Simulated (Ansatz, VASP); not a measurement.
Ge5W in VASP and in Ansatz

```
Ge W
1.0
     0.00000    4.10776    4.10776
     4.10776    0.00000    4.10776
     4.10776    4.10776    0.00000
Ge W
5 1
Direct
  0.63664 0.63664 0.63664
  0.63664 0.63664 0.09008
  0.63664 0.09008 0.63664
  0.09008 0.63664 0.63664
  0.00000 0.00000 0.00000
  0.50000 0.50000 0.50000
```

Alike in both runs: task relaxation of cell and atoms; functional PBE; k mesh 4 × 4 × 4; occupations gaussian, width 0.1 eV; no spin polarisation.

|  | VASP | Ansatz |
| --- | --- | --- |
| version | VASP 6.6.1 | Ansatz 0.2.0 |
| potentials or method | VASP PAW PBE potentials, release 64 (Ge_d, W_sv), cutoff 600 eV | scalar-relativistic, plane waves, PAW |
| valence electrons in the cell | 84 | 84 |

|  | VASP | Ansatz | Ansatz less VASP |
| --- | --- | --- | --- |
| gap on the k mesh at the Fermi level, each at its own relaxed structure (eV) | none | none | - |
| relaxed volume (Å³/atom) | 31.73 | 31.73 | 0.000 |
| relaxed length of the cell vector where the two differ most in proportion (Å) | 6.457 | 6.457 | 0.0000 |

A gap of «none» marks a metal or a gap that the smearing closes.

Neither program's run includes spin-orbit coupling. Noted on VASP's run: the volume moved by over 15 % at a fixed basis, so the end points are rough.
